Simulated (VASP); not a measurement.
Write the native input for VASP 6.6.1 that does the following.

```
Task                   : single point
Functional             : r2SCAN
Potentials or basis    : VASP PAW PBE potentials, release 64 (Si)
Cutoff                 : 520 eV
k mesh                 : 18 × 18 × 16
Occupations            : gaussian, width 0.1 eV
Spin                   : no spin polarisation
Dipole correction      : no
Further INCAR settings : ALGO = Normal; EDIFF = 1e-06; NBANDS = 8
```

The system is Si.

```xyz
1
Lattice="2.6004 0.0000 0.0000 -1.3002 2.2520 0.0000 0.0000 0.0000 2.4725" Properties=species:S:1:pos:R:3 pbc="T T T"
Si    0.0000    0.0000    0.0000
```

This isn't the form of Si at room conditions, which is diamond.

These files were run (other wordings do the same):

POSCAR

```
Si
1.0
    2.6003795850      0.0000000000      0.0000000000
   -1.3001897925      2.2519947801      0.0000000000
    0.0000000000      0.0000000000      2.4725276791
Si
1
Direct
    0.0000000000      0.0000000000      0.0000000000
```

INCAR.step1

```
SYSTEM = Si
PREC = Accurate ; ENCUT = 520
ISMEAR = 0 ; SIGMA = 0.1
LREAL = .False. ; LASPH = .True.
NELM = 60 ; NBANDS = 8
GGA = PE ; ALGO = Normal
EDIFF = 1E-4 ; LWAVE = .True.
LCHARG = .False.
```

INCAR.step2

```
SYSTEM = Si
PREC = Accurate ; ENCUT = 520
EDIFF = 1E-6 ; ISMEAR = 0
SIGMA = 0.1 ; LREAL = .False.
LASPH = .True. ; NELM = 60
ALGO = Normal ; ISIF = 2
LWAVE = .False. ; LCHARG = .False.
METAGGA = R2SCAN ; LMIXTAU = .True.
NBANDS = 8 ; ISTART = 1
```

KPOINTS

```
regular mesh
0
Gamma
  18 18 16
  0 0 0
```

Potentials or basis: VASP PAW PBE potentials, release 64 (Si).

Run with:

```console
$ cat potpaw_PBE.64/Si/POTCAR > POTCAR
$ cp INCAR.step1 INCAR
$ mpirun -np 1 vasp_std > vasp.out
$ cp INCAR.step2 INCAR
$ mpirun -np 1 vasp_std > vasp.out
```

Results of the run:

| Item | Value |
| --- | --- |
| Pressure | 3.6 GPa |
| Band gap on the k mesh | zero (bands 2 and 3 overlap by 12.68 eV) |

Caveat: the cell stands under pressure; the PAW data sets were made with another functional, which shifts forces and pressure a little.

It took 65 s on 1 thread of AMD EPYC 9R45 96-Core Processor (Zen 5) (shared host), peak memory 0.11 GiB.
